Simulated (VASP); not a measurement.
The system is GaSb.

```
Ga Sb
1.0
    -2.75343    2.75343    1.59071
     2.75343   -2.75343    1.59071
     2.75343    2.75343   -1.59071
Ga Sb
1 1
Direct
  0.25000 0.75000 0.50000
  0.00000 0.00000 0.00000
```

| Quantity | Value |
| --- | --- |
| Program | VASP 6.6.1 |
| Task | relaxation of cell and atoms |
| Functional | PBEsol |
| Dispersion | D3(BJ) |
| Potentials or basis | VASP PAW PBE potentials, release 64 (Ga_d, Sb) |
| Cutoff | 500 eV |
| k mesh | 8 × 8 × 8 |
| Occupations | fermi-dirac, width 0.1 eV |
| Spin | no spin polarisation |

At the start: pressure -5.4 GPa; volume 24.12 Å³/atom.

How do energy, volume and symmetry change on relaxing?

Over 8 steps the energy falls by 41.9 meV/atom and the volume is 21.84 Å³/atom (-9.5 %); space group I-4m2 (No. 119, to 0.1 Å) before and after.

The path:
| step | energy change (eV) | largest force (eV/Å) | pressure (GPa) | volume (Å³) |
| --- | --- | --- | --- | --- |
| 1 | 0.0000 | 0.0000 | -5.41 | 48.24 |
| 2 | -0.0777 | 0.0000 | 1.62 | 42.77 |
| 3 | -0.0828 | 0.0000 | -0.02 | 43.76 |
| 4 | -0.0828 | 0.0000 | -0.14 | 43.85 |
| 5 | -0.0836 | 0.0000 | -0.10 | 43.78 |
| 6 | -0.0837 | 0.0000 | -0.15 | 43.76 |
| 7 | -0.0837 | 0.0000 | -0.09 | 43.76 |
| 8 | -0.0837 | 0.0000 | 0.01 | 43.67 |

Final structure:
```xyz
2
Lattice="-2.6676 2.6676 1.5343 2.6676 -2.6676 1.5343 2.6676 2.6676 -1.5343" Properties=species:S:1:pos:R:3 pbc="T T T"
Ga    2.6676    0.0000    0.7671
Sb    0.0000    0.0000    0.0000
```

Caveat: the PAW data sets were made with another functional, which shifts forces and pressure a little.
